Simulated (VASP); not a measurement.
## SiC: G0W0 quasiparticle levels with LDA

The system is SiC.

```
Si C
1.0
     0.00000    2.17805    2.17805
     2.17805    0.00000    2.17805
     2.17805    2.17805    0.00000
Si C
1 1
Direct
  0.25000 0.25000 0.25000
  0.00000 0.00000 0.00000
```

```
Program                         : VASP 6.6.1
Task                            : G0W0 quasiparticle levels
Functional                      : LDA
Potentials or basis             : VASP PAW LDA potentials, release 64 (Si_GW, C_GW)
Cutoff                          : 500 eV
k mesh                          : 6 × 6 × 6
Occupations                     : gaussian, width 0.01 eV
Spin                            : no spin polarisation
Dipole correction               : no
GW scheme                       : G0W0
GW iterations                   : 1
Cutoff of the response function : 140
Frequency points                : 48
Empty bands                     : 77
Further INCAR settings          : ALGO = EVGW0; EDIFF = 1e-08; NBANDS = 81
```

```json
{
  "Quasiparticle gap": "2.14 eV",
  "Least direct quasiparticle gap": "5.58 eV",
  "Band gap of the starting levels on the mesh": "1.30 eV",
  "Least direct gap of the starting levels on the mesh": "4.50 eV"
}
```

It took 2.8 min on 1 thread of AMD EPYC 9R45 96-Core Processor (Zen 5), with other jobs on the host, peak memory 0.32 GiB.

Caveat: the k points lie up to 0.42 Å⁻¹ apart; bands, screening cutoff and mesh are small and nothing is extrapolated, so the quasiparticle values aren't converged.
